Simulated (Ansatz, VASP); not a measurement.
**One calculation of Si4P, two programs**

```
CELL_PARAMETERS angstrom
3.17193 0.00000 0.00000
0.00668 3.87918 0.00000
1.57896 1.27999 4.56294
ATOMIC_POSITIONS crystal
Si 0.88885 0.60728 0.70806
Si 0.29268 0.20660 0.88891
Si 0.70732 0.79340 0.11109
Si 0.11115 0.39272 0.29194
P 0.50000 0.00000 0.50000
```

Alike in both runs: task single point; functional PBE; k mesh 6 × 6 × 4; occupations gaussian, width 0.1 eV; no spin polarisation.

|  | VASP | Ansatz |
| --- | --- | --- |
| version | VASP 6.6.1 | Ansatz 0.2.0 |
| potentials or method | VASP PAW PBE potentials, release 64 (Si, P), cutoff 520 eV | scalar-relativistic, plane waves, PAW |
| valence electrons in the cell | 21 | 21 |

```tsv
	VASP	Ansatz	Ansatz less VASP
gap on the k mesh at the Fermi level (eV)	none	none	-
rms of the force components (eV/Å)	0.625	0.625	0.0000
```

Atom by atom the forces differ by 0.003 eV/Å (rms over components). A gap of «none» marks a metal or a gap that the smearing closes. The functional is the same, so the differences come from potentials, cutoffs and numerics.
